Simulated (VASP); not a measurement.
Write the native input for VASP 6.6.1 that does the following.

```yaml
Task: single point
Functional: PBE
Potentials_or_basis: VASP PAW PBE potentials, release 64 (Ag, Os)
Cutoff: 520 eV
k_mesh: 12 × 12 × 4
Occupations: gaussian, width 0.1 eV
Spin: no spin polarisation
Dipole_correction: no
Further_INCAR_settings: ALGO = Normal; EDIFF = 1e-06; NBANDS = 28
```

The structure of Ag3Os lies in POSCAR:

```
Ag3Os
1.0
    2.8338941876      0.0000000000      0.0000000000
   -1.4169470938      2.4542243581      0.0000000000
    0.0000000000      0.0000000000     10.1061262119
Ag Os
3 1
Direct
    0.0000000000      0.0000000000      0.0000000000
    0.6666666667      0.3333333333      0.7419707887
    0.6666666667      0.3333333333      0.2580292113
    0.0000000000      0.0000000000      0.5000000000
```

The input as run:

INCAR

```
PREC = Accurate
ENCUT = 520
EDIFF = 1E-6
ISMEAR = 0
SIGMA = 0.1
LREAL = F
LASPH = T
NELM = 60
ALGO = Normal
ISIF = 2
LWAVE = F
LCHARG = F
GGA = PE
NBANDS = 28
```

KPOINTS

```
regular mesh
0
Gamma
  12 12 4
```

Potentials or basis: VASP PAW PBE potentials, release 64 (Ag, Os).

Run with:

```bash
$ cat potpaw_PBE.64/Ag/POTCAR potpaw_PBE.64/Os/POTCAR > POTCAR
$ mpirun -np 1 vasp_std > vasp.out
```

It gave:

```yaml
Pressure: -7.0 GPa
Band_gap_on_the_k_mesh: zero (an odd number of electrons rules out a gap without spin polarisation)
```

Caveat: the cell stands under tension; spin-orbit coupling is left out, which moves the levels of the heavy elements.

It took 92 s on 1 thread of Intel(R) Xeon(R) Platinum 8259CL CPU @ 2.50GHz (Skylake/Cascade Lake), with other jobs on the host, peak memory 0.26 GiB.
